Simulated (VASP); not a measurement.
Write the native input for VASP 6.6.1 that does the following.

* Task: single point
* Functional: PBEsol
* Potentials or basis: VASP PAW PBE potentials, release 64 (In_d, Sb)
* Cutoff: 520 eV
* k mesh: 12 × 12 × 12
* Occupations: gaussian, width 0.15 eV
* Spin: no spin polarisation
* Dipole correction: no
* Further INCAR settings: ALGO = Normal; EDIFF = 1e-06; NBANDS = 16

The structure of InSb lies in POSCAR:

```
InSb
1.0
    0.0000000000      3.2391000000      3.2391000000
    3.0771450000      0.0000000000      3.2391000000
    3.0771450000      3.2391000000      0.0000000000
In Sb
1 1
Direct
    0.0000000000      0.0000000000      0.0000000000
    0.7500000000      0.7500000000      0.7500000000
```

This cell differs from its parent crystal: strain -0.0500 x Voigt [1, 0, 0, 0, 0, 0].

These files were run (other wordings do the same):

INCAR

```
PREC = Accurate
ENCUT = 520
EDIFF = 1E-6
ISMEAR = 0
SIGMA = 0.15
LREAL = False
LASPH = True
NELM = 100
ALGO = Normal
ISIF = 2
LWAVE = False
LCHARG = True
GGA = PS
LELF = True
LVHAR = True
NBANDS = 16
```

KPOINTS

```
Automatic mesh
0
Gamma
  12 12 12
```

Potentials or basis: VASP PAW PBE potentials, release 64 (In_d, Sb).

Run with:

```console
$ cat potpaw_PBE.64/In_d/POTCAR potpaw_PBE.64/Sb/POTCAR > POTCAR
$ mpirun -np 1 vasp_std > vasp.out
```

It gave:

The pressure is 3.5 GPa.

Caveat: the cell differs from its parent crystal (strain -0.0500 x Voigt [1, 0, 0, 0, 0, 0]); the cell stands under pressure; the PAW data sets were made with another functional, which shifts forces and pressure a little.

Run time: 3.7 min on 1 thread of Intel Xeon 8259CL, with other jobs on the host, peak memory 0.33 GiB.
